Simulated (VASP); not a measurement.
Runs of VASP 6.6.1 on LiH. The structure is cubic, space group Fm-3m (No. 225). Conventional cell: a = 4.006 Å, b = 4.006 Å, c = 4.006 Å, α = 90.00°, β = 90.00°, γ = 90.00°. Within 2.7 Å of Li (site symmetry m-3m) lie 6 H at 2.00 Å. Within 2.7 Å of H (site symmetry m-3m) lie 6 Li at 2.00 Å. 

| level | potentials or basis | k mesh | cutoff (eV) | smearing | gap on the mesh (eV) | pressure (GPa) |
| --- | --- | --- | --- | --- | --- | --- |
| r2SCAN | VASP PAW PBE potentials, release 64 (Li_sv, H) | 8 × 8 × 8 | 830 | gaussian 0.01 eV | (a) | 0.0 |
| LDA | VASP PAW LDA potentials, release 64 (Li_sv, H) | 4 × 4 × 4 | 750 | gaussian 0.01 eV | 2.59 | (c) |
| PBEsol | VASP PAW PBE potentials, release 64 (Li_sv, H) | 8 × 8 × 8 | 750 | fermi-dirac 0.5 eV | 2.75 | -0.7 |
| PBE | VASP PAW PBE potentials, release 64 (Li_sv, H) | 4 × 4 × 4 | 750 | gaussian 0.01 eV | (b) | 0.2 |
| PBEsol | VASP PAW PBE potentials, release 64 (Li_sv, H) | 8 × 8 × 8 | 750 | methfessel-paxton 0.2 eV | 2.75 | -0.8 |
| PBEsol | VASP PAW PBE potentials, release 64 (Li_sv, H) | 8 × 8 × 8 | 750 | gaussian 0.01 eV | 2.75 | -0.8 |
| PBEsol+D3(BJ) | VASP PAW PBE potentials, release 64 (Li_sv, H) | 8 × 8 × 8 | 750 | gaussian 0.01 eV | 2.75 | -3.5 |

Alike in all rows: task single point; no spin polarisation; cell as given.

**Question.** Fill in the values left out.

**Answer.** (a) 3.58; (b) 2.97; (c) -2.4.

Caveats: some runs use coarse meshes; the PAW data sets were made with another functional, which shifts forces and pressure a little (at least some runs); so wide a smearing shifts energies and pressures (at least some runs); the cell stands under tension (at least some runs).

A k mesh can miss the band edges.
